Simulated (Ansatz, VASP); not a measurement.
## One calculation of Ta2N, two programs

```xyz
3
Lattice="3.1538 0.0000 0.0000 -1.5769 2.7313 0.0000 0.0000 0.0000 4.9339" Properties=species:S:1:pos:R:3 pbc="T T T"
Ta    0.0000    1.8209    1.2567
Ta    1.5769    0.9104    3.6772
N     0.0000    0.0000    0.0000
```

Change from the starting cell: volume scaled by 1.04.

Alike in both runs: task single point; functional PBE; k mesh 10 × 10 × 6; occupations fermi-dirac, width 0.05 eV; no spin polarisation.

|  | VASP | Ansatz |
| --- | --- | --- |
| version | VASP 6.6.1 | Ansatz 0.2.0 |
| potentials or method | VASP PAW PBE potentials, release 64 (Ta_pv, N), cutoff 520 eV | all-electron LAPW, scalar-relativistic |

```csv
,VASP,Ansatz,Ansatz less VASP
gap on the k mesh at the Fermi level (eV),none,none,-
pressure (GPa),-10.9,-11.0,-0.18
"traceless stress, the component that is largest in VASP (GPa)",0.59,0.63,+0.030
rms of the force components (eV/Å),0.085,0.099,+0.0148
```

Atom by atom the forces differ by 0.015 eV/Å (rms over components). A gap of «none» marks a metal or a gap that the smearing closes. Ansatz ran all-electron here, and VASP with PAW potentials.

Spin-orbit coupling is off throughout.
